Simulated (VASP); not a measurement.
NiO, 2 atoms in the cell. The structure is cubic, space group Fm-3m (No. 225). Conventional cell: a = 4.176 Å, b = 4.176 Å, c = 4.176 Å, α = 90.00°, β = 90.00°, γ = 90.00°. Within 2.8 Å of Ni (site symmetry m-3m) lie 6 O at 2.09 Å. Within 2.8 Å of O (site symmetry m-3m) lie 6 Ni at 2.09 Å. 

```yaml
Program: VASP 6.6.1
Task: single point
Functional: r2SCAN
Dispersion: rVV10
Potentials_or_basis: VASP PAW PBE potentials, release 64 (Ni, O)
Cutoff: 520 eV
k_mesh: 11 × 11 × 11
Occupations: fermi-dirac, width 0.05 eV
Spin: collinear spin, ferromagnetic start
Starting_moments: "[1.0, 0.0] μB"
Dipole_correction: no
Further_INCAR_settings: ALGO = Normal; EDIFF = 1e-06; NBANDS = 19
```

Potentials or basis: VASP PAW PBE potentials, release 64 (Ni, O).

Launch:

```console
$ cat potpaw_PBE.64/Ni/POTCAR potpaw_PBE.64/O/POTCAR > POTCAR
$ cp INCAR.step1 INCAR
$ mpirun -np 1 vasp_std > vasp.out
$ cp INCAR.step2 INCAR
$ mpirun -np 1 vasp_std > vasp.out
```

Hardware: 1 thread of Intel(R) Xeon(R) Platinum 8559C (Emerald Rapids), with other jobs on the host.

**Question.** How long does it take, and how much memory?

**Answer.** Run time: 96 s on 1 thread of Intel(R) Xeon(R) Platinum 8559C (Emerald Rapids), with other jobs on the host, peak memory 0.24 GiB. Counts: k points 56.
